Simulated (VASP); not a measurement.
Wanted: the native input for a VASP 6.6.1 run.

| Property | Result |
| --- | --- |
| Task | relaxation of the atoms |
| Functional | PBE |
| Potentials or basis | VASP PAW PBE potentials, release 64 (Fe, Si) |
| Cutoff | 520 eV |
| k mesh | 8 × 8 × 8 |
| Occupations | gaussian, width 0.01 eV |
| Spin | no spin polarisation |
| Dipole correction | no |
| Further INCAR settings | ALGO = Normal; EDIFF = 1e-06; IBRION = 2; EDIFFG = -0.01; NSW = 50 |

The structure of FeSi (base) lies in POSCAR:

```
FeSi
1.0
    4.3571692870      0.0000000000      0.0000000000
    0.0000000000      4.3571692870      0.0000000000
    0.0000000000      0.0000000000      4.3571692870
Fe Si
4 4
Direct
    0.1373215751      0.1373215751      0.1373215751
    0.3626784249      0.8626784249      0.6373215751
    0.6373215751      0.3626784249      0.8626784249
    0.8626784249      0.6373215751      0.3626784249
    0.8413173747      0.8413173747      0.8413173747
    0.6586826253      0.1586826253      0.3413173747
    0.3413173747      0.6586826253      0.1586826253
    0.1586826253      0.3413173747      0.6586826253
```

This cell differs from its parent crystal: volume scaled by 0.94.

The input as run:

INCAR

```
SYSTEM = FeSi
PREC = Accurate
ENCUT = 520
EDIFF = 1E-6
ISMEAR = 0
SIGMA = 0.01
LREAL = .False.
LASPH = .True.
NELM = 60
ALGO = Normal
ISIF = 2
LWAVE = .False.
LCHARG = .False.
GGA = PE
IBRION = 2
NSW = 50
EDIFFG = -0.01
```

KPOINTS

```
Automatic mesh
0
Gamma
  8 8 8
  0 0 0
```

Potentials or basis: VASP PAW PBE potentials, release 64 (Fe, Si).

Command:

```sh
$ cat potpaw_PBE.64/Fe/POTCAR potpaw_PBE.64/Si/POTCAR > POTCAR
$ mpirun -np 1 vasp_std > vasp.out
```

It gave:

| Property | Result |
| --- | --- |
| Energy gained by relaxing | 0.6 meV/atom |
| Ionic steps | 3 |
| Pressure after relaxing | 15.8 GPa |
| Band gap on the k mesh | 0.15 eV, indirect (least direct gap 0.17 eV) |

Wall time 62 s on 1 thread of Intel(R) Xeon(R) 6975P-C (Granite Rapids), on a shared host, peak memory 0.23 GiB.
